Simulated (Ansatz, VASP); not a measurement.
# Two plane-wave programs on Hf

INCAR

```
SYSTEM = Hf
PREC = Accurate
ENCUT = 520
EDIFF = 1E-6
ISMEAR = 0
SIGMA = 0.15
LREAL = .False.
LASPH = .True.
NELM = 100
ALGO = Normal
ISIF = 2
LWAVE = .False.
LCHARG = .False.
GGA = PS
NBANDS = 11
```

The input KPOINTS:

```
regular mesh
0
Gamma
  18 18 18
  0 0 0
```

POSCAR

```
Hf
1.0
   -1.8050000000      1.8050000000      1.8501250000
    1.8050000000     -1.8050000000      1.8501250000
    1.8050000000      1.8050000000     -1.8501250000
Hf
1
Direct
    0.0000000000      0.0000000000      0.0000000000
```

Input for Ansatz:

```yaml
crystal:
  lattice:
    - [-1.805, 1.805, 1.850125]
    - [1.805, -1.805, 1.850125]
    - [1.805, 1.805, -1.850125]
  atoms:
    - { symbol: Hf, position: [0.0, 0.0, 0.0] }
basis:
  ecutwfc: 420
kpoints:
  mp_grid: { grid: [18, 18, 18] }
hamiltonian:
  xc: pbesol
scf:
  occupations: { method: gaussian, width: 0.15 }
output:
  forces: true
  stress: true
  eigenvalues: true
```

Change from the starting cell: strain +0.000 along x and y, +0.025 along z, atoms carried along.

Alike in both runs: task single point; functional PBEsol; k mesh 18 × 18 × 18; occupations gaussian, width 0.15 eV; no spin polarisation.

|  | VASP | Ansatz |
| --- | --- | --- |
| version | VASP 6.6.1 | Ansatz 0.2.0 |
| potentials or method | VASP PAW PBE potentials, release 64 (Hf_pv), cutoff 520 eV | scalar-relativistic, plane waves, PAW |
| valence electrons in the cell | 10 | 26 |

VASP gave:

```
gap on the k mesh at the Fermi level (eV)                     : none
pressure (GPa)                                                : -11.1
traceless stress, the component that is largest in VASP (GPa) : 0.75
```

**Question.** Which values does Ansatz return?

**Answer.** gap on the k mesh at the Fermi level (eV): none; pressure (GPa): -10.7; traceless stress, the component that is largest in VASP (GPa): 0.73.

VASP's potentials were made for PBE, not for PBEsol. A gap of «none» marks a metal or a gap that the smearing closes. With one functional, cell and mesh, what is left measures potentials, basis and numerics. VASP's potentials hold 10 valence electrons a cell and Ansatz's 26, so a difference there can come from the potentials and not from the codes.

Neither program's run includes spin-orbit coupling.
